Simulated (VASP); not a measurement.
Wanted: the native input for a VASP 6.6.1 run.

- Task: single point
- Functional: PBE
- Potentials or basis: VASP PAW PBE potentials, release 64 (Te, Hg)
- Cutoff: 520 eV
- k mesh: 9 × 9 × 1
- Occupations: gaussian, width 0.1 eV
- Spin: no spin polarisation
- Dipole correction: yes
- Further INCAR settings: ALGO = Normal; EDIFF = 1e-07; NBANDS = 36

The structure of HgTe lies in POSCAR:

```
HgTe
1.0
    4.7019745438      0.0000000000      0.0000000000
   -2.3509872719      4.0720294029      0.0000000000
    0.0000000000      0.0000000000     23.6380788119
Te Hg
3 3
Direct
    0.0000000000      0.0000000000      0.3172846685
    0.3333333333      0.6666666667      0.4796982965
    0.6666666667      0.3333333333      0.6421119245
    0.3333333333      0.6666666667      0.3578880755
    0.6666666667      0.3333333333      0.5203017035
    0.0000000000      0.0000000000      0.6827153315
```

These files were run (other wordings do the same):

INCAR

```
SYSTEM = HgTe
PREC = Accurate ; ENCUT = 520
EDIFF = 1E-7 ; ISMEAR = 0
SIGMA = 0.1 ; LREAL = .False.
LASPH = .True. ; NELM = 100
ALGO = Normal ; ISIF = 2
LWAVE = .False. ; LCHARG = .True.
LDIPOL = .True. ; IDIPOL = 3
DIPOL = 0.5 0.5 0.500 ; GGA = PE
LELF = .True. ; LVHAR = .True.
LVACPOTAV = .True. ; NBANDS = 36
```

KPOINTS

```
regular mesh
0
Gamma
  9 9 1
  0 0 0
```

Potentials or basis: VASP PAW PBE potentials, release 64 (Te, Hg).

The run is started by

```console
$ cat potpaw_PBE.64/Te/POTCAR potpaw_PBE.64/Hg/POTCAR > POTCAR
$ mpirun -np 1 vasp_std > vasp.out
```

It gave:

- Largest force: 0.785 eV/Å
- Band gap on the k mesh: zero (bands 27 and 28 overlap by 0.13 eV)

Caveat: spin-orbit coupling is left out, which moves the levels of the heavy elements.

Wall time 17 min on 1 thread of Intel Xeon 8259CL (shared host), peak memory 0.62 GiB.
